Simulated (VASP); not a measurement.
# Al3B2Sb (Cm) in VASP: notebook, part 2 of 2

VASP 6.6.1. The steps go on from the part before.

### 3 Relaxation of shape and atoms at fixed volume, PBE (13.91 Å³/atom)

This run uses another cell than the first one, of 13.91 Å³/atom.

Contents of INCAR:

```
SYSTEM = Al3B2Sb
PREC = Accurate
ENCUT = 500
EDIFF = 1E-7
ISMEAR = 0
SIGMA = 0.1
LREAL = .FALSE.
LASPH = .TRUE.
NELM = 120
ALGO = Normal
ISIF = 4
LWAVE = .FALSE.
LCHARG = .FALSE.
GGA = PE
IBRION = 2
NSW = 50
EDIFFG = -0.01
GGA_COMPAT = .FALSE.
NELMIN = 4
```

Contents of KPOINTS:

```
regular mesh
0
G
  12 12 4
  0 0 0
```

Contents of POSCAR:

```
Al3B2Sb
1.0
    2.6050723593     -1.5032567995      0.0238820352
    2.6050723593      1.5032567995      0.0238820352
   -1.8514548780      0.0000000000     10.6405290176
Al B Sb
3 2 1
Direct
    0.9505469117      0.9505469117      0.8604214046
    0.0547230473      0.0547230473      0.1672809973
    0.4555077761      0.4555077761      0.3677890041
    0.6700371183      0.6700371183      0.0161264593
    0.3321904770      0.3321904770      0.0029536318
    0.5434496147      0.5434496147      0.6354285028
```

Potentials or basis: VASP PAW PBE potentials, release 64 (Al, B, Sb).

The run is started by

```sh
> cat potpaw_PBE.64/Al/POTCAR potpaw_PBE.64/B/POTCAR potpaw_PBE.64/Sb/POTCAR > POTCAR
> mpirun -np 1 vasp_std > vasp.out
```

OUTCAR:

```text
SYSTEM = Al3B2Sb
   PREC = Accurate
   ENCUT = 500
   EDIFF = 1E-7
   ISMEAR = 0
   LREAL = .FALSE.
   LASPH = .TRUE.
   NELM = 120
   ISIF = 4
   GGA = PE
   IBRION = 2
   NSW = 50
   EDIFFG = -0.01
   NELMIN = 4

 ion  position               nearest neighbor table
   1  0.951  0.951  0.860-   5 2.31   5 2.31   5 2.31   4 2.40   4 2.40   4 2.40   6 2.95   6 2.96
                             6 2.96   2 3.27
   2  0.055  0.055  0.167-   4 2.37   4 2.37   4 2.37   5 2.46   5 2.47   5 2.47   3 2.75   3 2.75
                             3 2.75   1 3.27
   3  0.456  0.456  0.368-   2 2.75   2 2.75   2 2.75   6 2.85
   4  0.670  0.670  0.016-   5 1.74   5 1.74   5 1.74   2 2.37   2 2.37   2 2.37   1 2.40   1 2.40
                             1 2.40
   5  0.332  0.332  0.003-   4 1.74   4 1.74   4 1.74   1 2.31   1 2.31   1 2.31   2 2.46   2 2.47
[... 425 lines left out ...]
      6       7.1303      2.00000
      7       8.0257      2.00000
      8       8.0316      2.00000
      9       8.4855      2.00000
     10      13.1053      0.00000
     11      13.1166      0.00000
     12      15.2852      0.00000
     13      16.1109      0.00000
     14      16.1383      0.00000
[... 377 lines left out ...]
      1      -0.9487      2.00000
      2      -0.7544      2.00000
      3       0.8479      2.00000
      4       2.8478      2.00000
      5       3.1397      2.00000
      6       3.8330      2.00000
      7       4.7651      2.00000
      8       5.9852      2.00000
      9       6.6481      2.00000
     10       7.3081      2.00000
     11       8.0736      2.00000
     12       9.3483      0.02303
     13      10.1531      0.00000
     14      11.0579      0.00000

 [... further k-points ...]

------------------------ aborting loop because EDIFF is reached ----------------------------------------

  FORCE on cell =-STRESS in cart. coord.  units (eV):
  Direction    XX          YY          ZZ          XY          YZ          ZX
  --------------------------------------------------------------------------------------
  -------------------------------------------------------------------------------------
  Total        3.4406899      3.4502436      3.4444359      0.0000000      0.0000000      0.0028772
  in kB       66.0416203     66.2249965     66.1135218      0.0000000      0.0000000      0.0552257
  external PRESSURE =      66.1267129 kB  Pullay stress =       0.0000000 kB
[... 21 lines left out ...]
  FREE ENERGIE OF THE ION-ELECTRON SYSTEM (eV)
  ---------------------------------------------------
  free  energy   TOTEN  =       -27.9698338521 eV

  energy  without entropy=      -27.9621005933  energy(sigma->0) =      -27.96596722

 reached required accuracy - stopping structural energy minimisation
```

CONTCAR:

```text
Al3B2Sb
   1.00000000000000
     2.6087708092004953   -1.5057632298413359    0.0250681717771886
     2.6087708092004953    1.5057632298413359    0.0250681717771886
    -1.8489513728896396    0.0000000000000000   10.6069113273271345
  Al              B               Sb
     3     2     1
Direct
     0.9507872931824798    0.9507872931824798    0.8600515932303351
     0.0547798284981152    0.0547798284981152    0.1679982280784447
     0.4556313344869794    0.4556313344869794    0.3682447317792900
     0.6702435659641645    0.6702435659641645    0.0167360570368267
     0.3321221890061485    0.3321221890061485    0.0027405882369104
     0.5428907339621160    0.5428907339621160    0.6342288015381743

  0.00000000E+00  0.00000000E+00  0.00000000E+00
  0.00000000E+00  0.00000000E+00  0.00000000E+00
  0.00000000E+00  0.00000000E+00  0.00000000E+00
  0.00000000E+00  0.00000000E+00  0.00000000E+00
  0.00000000E+00  0.00000000E+00  0.00000000E+00
  0.00000000E+00  0.00000000E+00  0.00000000E+00
```

Run time: 17 min. Hardware: 1 thread of Oxide Virtual Turin-like, shared host; peak memory 0.33 GiB.

Results:

```
Free energy                  : -27.9698 eV
Energy gained by relaxing    : 0.3 meV/atom
Ionic steps                  : 10
Pressure after relaxing      : 6.6 GPa
Largest force after relaxing : 0.010 eV/Å
Band gap on the k mesh       : zero (bands 10 and 11 overlap by 5.58 eV)
```

Forces in eV/Å, atoms in the order of the input:
```
Al   0.004  0.000 -0.005
Al  -0.002  0.000  0.002
Al  -0.002  0.000 -0.006
B   -0.006  0.000  0.002
B    0.007  0.000  0.007
Sb  -0.001  0.000  0.001
```

Step by step:
```csv
step,energy change (eV),largest force (eV/Å),pressure (GPa),volume (Å³)
1,0.0000,0.0570,6.82,83.47
2,-0.0012,0.0519,6.68,83.47
3,-0.0012,0.0516,6.68,83.47
4,-0.0015,0.0387,6.65,83.47
5,-0.0017,0.0232,6.62,83.47
6,-0.0017,0.0222,6.61,83.47
7,-0.0017,0.0113,6.61,83.47
8,-0.0017,0.0140,6.61,83.47
9,-0.0017,0.0129,6.61,83.47
10,-0.0017,0.0100,6.61,83.47
```

Final structure:
```xyz
6
Lattice="2.6088 -1.5058 0.0251 2.6088 1.5058 0.0251 -1.8490 0.0000 10.6069" Properties=species:S:1:pos:R:3 pbc="T T T"
Al    3.3706    0.0000    9.1702
Al   -0.0248    0.0000    1.7847
Al    1.6964    0.0000    3.9288
B     3.4661    0.0000    0.2111
B     1.7278    0.0000    0.0457
Sb    1.6599    0.0000    6.7544
```

Caveat: spin-orbit coupling is left out, which moves the levels of the heavy elements.
